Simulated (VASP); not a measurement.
A run of VASP 6.6.1 is set up as follows.

File INCAR:

```
SYSTEM = Au
PREC = Accurate
ENCUT = 520
EDIFF = 1E-6
ISMEAR = -1
SIGMA = 0.05
LREAL = .FALSE.
LASPH = .TRUE.
NELM = 60
ALGO = Normal
ISIF = 2
LWAVE = .FALSE.
LCHARG = .FALSE.
NBANDS = 12
```

Contents of KPOINTS:

```
Automatic mesh
0
G
  11 11 11
  0 0 0
```

File POSCAR:

```
Au
1.0
    0.0000000000      2.0213418704      2.0213418704
    2.0213418704      0.0000000000      2.0213418704
    2.0213418704      2.0213418704      0.0000000000
Au
1
Direct
    0.0000000000      0.0000000000      0.0000000000
```

Potentials or basis: VASP PAW LDA potentials, release 64 (Au).

Command:

```bash
$ cat potpaw_LDA.64/Au/POTCAR > POTCAR
$ mpirun -np 1 vasp_std > vasp.out
```

Q: Estimate the pressure.

A: 1.2 GPa.
